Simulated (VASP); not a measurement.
# TcAu (Pm-3m) in VASP: relaxation of cell and atoms with LDA

Aim: the relaxation of cell and atoms of TcAu with LDA.

All numbers are computed with VASP 6.6.1; they aren't measurements. Logs are shortened: lines on timing, memory, paths and dates and some standing lists are left out, and cuts for length are marked.

**1. The cell of the first run**

The structure is cubic, space group Pm-3m (No. 221). Conventional cell: a = 2.830 Å, b = 2.830 Å, c = 2.830 Å, α = 90.00°, β = 90.00°, γ = 90.00°. Within 3.2 Å of Au (site symmetry m-3m) lie 8 Tc at 2.45 Å and 6 Au at 2.83 Å. Tc (site symmetry m-3m) has 8 Au at 2.45 Å and 6 Tc at 2.83 Å within 3.2 Å.

**2. Relaxation of cell and atoms, LDA**

The input, INCAR:

```
SYSTEM = TcAu
  ALGO = Normal
  EDIFF = 1E-6
  EDIFFG = -0.03
  ENCUT = 600
  IBRION = 2
  ISIF = 3
  ISMEAR = 0
  LASPH = .TRUE.
  LCHARG = .FALSE.
  LREAL = .FALSE.
  LWAVE = .FALSE.
  NELM = 80
  NSW = 80
  PREC = Accurate
  SIGMA = 0.05
```

The input, KPOINTS:

```
k-points
0
G
  8 8 8
  0 0 0
```

The input, POSCAR:

```
TcAu
1.0
    2.8300000000      0.0000000000      0.0000000000
    0.0000000000      2.8300000000      0.0000000000
    0.0000000000      0.0000000000      2.8300000000
Au Tc
1 1
Direct
    0.0000000000      0.0000000000      0.0000000000
    0.5000000000      0.5000000000      0.5000000000
```

Potentials or basis: VASP PAW LDA potentials, release 64 (Au, Tc_pv).

Command:

```console
cat potpaw_LDA.64/Au/POTCAR potpaw_LDA.64/Tc_pv/POTCAR > POTCAR
mpirun -np 1 vasp_std > vasp.out
```

OUTCAR:

```text
SYSTEM = TcAu
   EDIFF = 1E-6
   EDIFFG = -0.03
   ENCUT = 600
   IBRION = 2
   ISIF = 3
   ISMEAR = 0
   LASPH = .TRUE.
   LREAL = .FALSE.
   NELM = 80
   NSW = 80
   PREC = Accurate

 ion  position               nearest neighbor table
   1  0.000  0.000  0.000-   2 2.45   2 2.45   2 2.45   2 2.45   2 2.45   2 2.45   2 2.45   2 2.45

   2  0.500  0.500  0.500-   1 2.45   1 2.45   1 2.45   1 2.45   1 2.45   1 2.45   1 2.45   1 2.45

  LATTYP: Found a simple cubic cell.
 ALAT       =     2.8300000000

  Lattice vectors:

 A1 = (   2.8300000000,   0.0000000000,   0.0000000000)
 A2 = (   0.0000000000,   2.8300000000,   0.0000000000)
 A3 = (   0.0000000000,   0.0000000000,   2.8300000000)

Analysis of symmetry for initial positions (statically):
=====================================================================
 Subroutine PRICEL returns:
 Original cell was already a primitive cell.

 Routine SETGRP: Setting up the symmetry group for a
 simple cubic supercell.

 Subroutine GETGRP returns: Found 48 space group operations
 (whereof 48 operations were pure point group operations)
 out of a pool of 48 trial point group operations.

The static configuration has the point symmetry O_h .

Analysis of symmetry for dynamics (positions and initial velocities):
=====================================================================
 Subroutine PRICEL returns:
 Original cell was already a primitive cell.

 Routine SETGRP: Setting up the symmetry group for a
 simple cubic supercell.

 Subroutine GETGRP returns: Found 48 space group operations
 (whereof 48 operations were pure point group operations)
 out of a pool of 48 trial point group operations.

The dynamic configuration has the point symmetry O_h .

 Subroutine INISYM returns: Found 48 space group operations
 (whereof 48 operations are pure point group operations),
 and found     1 'primitive' translations

----------------------------------------------------------------------------------------

                                     Primitive cell

  volume of cell :      22.6652

  direct lattice vectors                    reciprocal lattice vectors
     2.830000000  0.000000000  0.000000000     0.353356890  0.000000000  0.000000000
     0.000000000  2.830000000  0.000000000     0.000000000  0.353356890  0.000000000
     0.000000000  0.000000000  2.830000000     0.000000000  0.000000000  0.353356890

[... 66 lines left out ...]
   number of dos      NEDOS =    301   number of ions     NIONS =      2
   total plane-waves  NPLWV =  13824
   dimension x,y,z NGX =    24 NGY =   24 NGZ =   24
   dimension x,y,z NGXF=    48 NGYF=   48 NGZF=   48
   ions per type =               1   1
   NGX,Y,Z   is equivalent  to a cutoff of  14.10, 14.10, 14.10 a.u.
   NGXF,Y,Z  is equivalent  to a cutoff of  28.20, 28.20, 28.20 a.u.
 SYSTEM =  TcAu
   PREC   = accura    normal or accurate (medium, high low for compatibility)
   ISTART =      0    job   : 0-new  1-cont  2-samecut
   ICHARG =      2    charge: 1-file 2-atom 10-const
   ISPIN  =      1    spin polarized calculation?
   LNONCOLLINEAR =      F non collinear calculations
   LSORBIT =      F    spin-orbit coupling
   LASPH  =      T    aspherical Exc in radial PAW
   ENCUT  =  600.0 eV  44.10 Ry    6.64 a.u.   5.65  5.65  5.65*2*pi/ulx,y,z
   NELM   =     80;   NELMIN=  2; NELMDL= -5     # of ELM steps
   EDIFF  = 0.1E-05   stopping-criterion for ELM
   LREAL  =      F    real-space projection
   EDIFFG = -.3E-01   stopping-criterion for IOM
   NSW    =     80    number of steps for IOM
   IBRION =      2    ionic relax: 0-MD 1-quasi-New 2-CG
   NFREE  =      1    steps in history (QN), initial steepest desc. (CG)
   ISIF   =      3    stress and relaxation
   ISYM   =      2    0-nonsym 1-usesym 2-fastsym
   POTIM  = 0.5000    time-step for ionic-motion
   TEBEG  =    0.0;   TEEND  =   0.0 temperature during run
   PSTRESS=    0.0 pullay stress
   NELECT =      24.0000    total number of electrons
   NUPDOWN=      -1.0000    fix difference up-down
   EMIN   =  10.00;   EMAX   =-10.00  energy-range for DOS
   EFERMI =   0.00;   METHOD = LEGACY
   ISMEAR =     0;   SIGMA  =   0.05  broadening in eV -4-tet -1-fermi 0-gaus
   EFERMI_NEDOS =   21; number of points for ismear=-14 and -15
   IALGO  =     38    algorithm
   IMIX   =      4    mixing-type and parameters
     AMIX     =   0.40;   BMIX     =  1.00
     AMIX_MAG =   1.60;   BMIX_MAG =  1.00
  volume/ion in A,a.u.               =      11.33        76.48
  Fermi-wavevector in a.u.,A,eV,Ry     =   1.668625  3.153244 37.882840  2.784310
  Thomas-Fermi vector in A             =   2.754440
   LORBIT       =      0    0 simple, 1 ext, 2 COOP (PROOUT), +10 PAW based schemes
   GGA     = CA    functional components
   LHFCALC =     F    Hartree Fock is set to
   AEXX    =    0.0000 exact exchange contribution
   IVDW    =     0    specifies the selected vdW correction
   LEPSILON=     F    determine dielectric tensor
   LRPA    =     F    only Hartree local field effects (RPA)
 conjugate gradient relaxation of ions
 non-spin polarized calculation
 Gauss-broadening in eV      SIGMA  =   0.05
  energy-cutoff  :      600.00
  volume of cell :       22.67
 maximum number of plane-waves:       772
 NGX is ok and might be reduce to    24
   NGX = 11   NGY = 11   NGZ = 11

--------------------------------------- Ionic step        1  -------------------------------------------

 number of electron      24.0000001 magnetization

 Free energy of the ion-electron system (eV)
  ---------------------------------------------------
  ext. energy  EPLUGINS =         0.00000000
  ---------------------------------------------------
  free energy    TOTEN  =       -12.09118595 eV

  energy without entropy =      -12.08945773  energy(sigma->0) =      -12.09032184

------------------------ aborting loop because EDIFF is reached ----------------------------------------

  FORCE on cell =-STRESS in cart. coord.  units (eV):
  Direction    XX          YY          ZZ          XY          YZ          ZX
  --------------------------------------------------------------------------------------
  -------------------------------------------------------------------------------------
  Total       22.7017237     22.7017237     22.7017237     -0.0000000      0.0000000      0.0000000
  in kB     1604.7600662   1604.7600662   1604.7600662     -0.0000000      0.0000000      0.0000000
  external PRESSURE =    1604.7600662 kB  Pullay stress =       0.0000000 kB
[... 1634 lines left out ...]
--------------------------------------- Ionic step        8  -------------------------------------------

 number of electron      23.9999991 magnetization

 Free energy of the ion-electron system (eV)
  ---------------------------------------------------
  ext. energy  EPLUGINS =         0.00000000
  ---------------------------------------------------
  free energy    TOTEN  =       -14.99140499 eV

  energy without entropy =      -14.98962803  energy(sigma->0) =      -14.99051651

 E-fermi :  11.3896     XC(G=0): -13.6846

 val. band max:       11.3891660671   @ k =   0.5000   0.5000   0.1250
 cond. band min:      11.4270303125   @ k =   0.3750   0.1250   0.1250
 fundamental gap:      0.0378642454
 Fermi energy:        11.3896190059
[... 485 lines left out ...]
  FREE ENERGIE OF THE ION-ELECTRON SYSTEM (eV)
  ---------------------------------------------------
  free  energy   TOTEN  =       -14.9914049886 eV

  energy  without entropy=      -14.9896280345  energy(sigma->0) =      -14.99051651

 reached required accuracy - stopping structural energy minimisation
```

CONTCAR:

```text
TcAu
   1.00000000000000
     3.1194509835736031    0.0000000000000000    0.0000000000000000
    -0.0000000000000000    3.1194509835736031    0.0000000000000000
     0.0000000000000000    0.0000000000000000    3.1194509835736031
  Au              Tc
     1     1
Direct
     0.0000000000000000    0.0000000000000000    0.0000000000000000
     0.5000000000000000    0.5000000000000000    0.5000000000000000

  0.00000000E+00  0.00000000E+00  0.00000000E+00
  0.00000000E+00  0.00000000E+00  0.00000000E+00
```

Wall time 31 s (1 thread of Intel Xeon 6975P-C (Granite Rapids), shared host); peak memory 0.15 GiB.

Results:

- Free energy: -14.9914 eV
- Relaxed volume: 15.18 Å³/atom
- Relaxed cell: a = 3.119 Å, b = 3.119 Å, c = 3.119 Å, α = 90.00°, β = 90.00°, γ = 90.00°
- Space group after relaxing (to 0.1 Å): Pm-3m (No. 221)
- Pressure after relaxing: 0.1 GPa
- Band gap on the k mesh: zero (bands 12 and 13 overlap by 2.90 eV)

Final structure:
```yaml
crystal:
  lattice:
    - [3.11945, 0.00000, 0.00000]
    - [0.00000, 3.11945, 0.00000]
    - [0.00000, 0.00000, 3.11945]
  atoms:
    - { symbol: Au, position: [0.00000, 0.00000, 0.00000] }
    - { symbol: Tc, position: [0.50000, 0.50000, 0.50000] }
```

Caveat: the volume moved by over 15 % at a fixed basis, so the end points are rough; spin-orbit coupling is left out, which moves the levels of the heavy elements.
